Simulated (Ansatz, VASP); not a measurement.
## Rb: VASP beside Ansatz

File INCAR:

```
SYSTEM = Rb
  PREC = Accurate
  ENCUT = 520
  EDIFF = 1E-6
  ISMEAR = -1
  SIGMA = 0.1
  LREAL = .FALSE.
  LASPH = .TRUE.
  NELM = 150
  ALGO = Fast
  ISIF = 2
  LWAVE = .FALSE.
  LCHARG = .FALSE.
  MAGMOM = 0 0 0.5
  LORBIT = 11
  LSORBIT = .TRUE.
  GGA_COMPAT = .FALSE.
  LORBMOM = .TRUE.
  NBANDS = 20
```

The input KPOINTS:

```
Automatic mesh
0
G
  7 7 7
  0 0 0
```

Contents of POSCAR:

```
Rb
1.0
   -2.8025000000      2.8025000000      2.8025000000
    2.8025000000     -2.8025000000      2.8025000000
    2.8025000000      2.8025000000     -2.8025000000
Rb
1
Direct
    0.0000000000      0.0000000000      0.0000000000
```

Contents of input.yaml:

```yaml
crystal:
  lattice:
    - [-2.8025, 2.8025, 2.8025]
    - [2.8025, -2.8025, 2.8025]
    - [2.8025, 2.8025, -2.8025]
  atoms:
    - { symbol: Rb, position: [0.0, 0.0, 0.0], spin: 0.5, spin_axis: [0.0, 0.0, 0.5] }
hamiltonian:
  xc: lda
  pseudopotentials: { kind: paw_fr }
magnetization:
  noncollinear: true
  spin_orbit: true
kpoints:
  mp_grid: { grid: [7, 7, 7] }
scf:
  occupations: { method: fermi_dirac, width: 0.1 }
output:
  forces: true
  stress: true
  eigenvalues: true
  bader: true
  populations: intrinsic
```

Alike in both runs: functional LDA; k mesh 7 × 7 × 7; occupations fermi-dirac, width 0.1 eV; non-collinear spin, spin-orbit coupling.

|  | VASP | Ansatz |
| --- | --- | --- |
| version | VASP 6.6.1 | Ansatz 0.2.0 |
| potentials or method | VASP PAW LDA potentials, release 64 (Rb_sv) | Ansatz PAW |
| plane-wave cutoff (eV) | 520 | 420 |
| valence electrons in the cell | 9 | 9 |
| task | single point | atomic charges |

```tsv
	VASP	Ansatz	Ansatz less VASP
pressure (GPa)	-0.4	-0.4	0.00
net moment per atom (μB)	0.00	0.00	0.000
```

LDA's correlation is that of Perdew and Zunger in VASP and of Perdew and Wang (1992) in Ansatz.
